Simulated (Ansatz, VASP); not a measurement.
# One calculation of Ga4Sb3As, two programs

```
As Sb Ga
1.0
     2.20311    1.27196   14.34550
    -2.20311    1.27196   14.34550
     0.00000   -2.54393   14.34550
As Sb Ga
1 3 4
Direct
  0.00008 0.00008 0.00008
  0.74776 0.74776 0.74776
  0.49997 0.49997 0.49997
  0.25222 0.25222 0.25222
  0.68375 0.68375 0.68375
  0.43639 0.43639 0.43639
  0.18878 0.18878 0.18878
  0.94106 0.94106 0.94106
```

Alike in both runs: task single point; functional PBE; k mesh 6 × 6 × 6; occupations fermi-dirac, width 0.02 eV; no spin polarisation.

```csv
,VASP,Ansatz
version,VASP 6.6.1,Ansatz 0.2.0
potentials or method,"VASP PAW PBE potentials, release 64 (As, Sb, Ga_d)","plane waves, PAW"
plane-wave cutoff (eV),520,420
valence electrons in the cell,72,112
```

|  | VASP | Ansatz | Ansatz less VASP |
| --- | --- | --- | --- |
| pressure (GPa) | -2.4 | -2.4 | -0.07 |
| rms of the force components (eV/Å) | 0.023 | 0.024 | +0.0007 |

Atom by atom the forces differ by 0.001 eV/Å (rms over components). VASP's potentials hold 72 valence electrons a cell and Ansatz's 112, so a difference there can come from the potentials and not from the codes.

Neither program's run includes spin-orbit coupling.
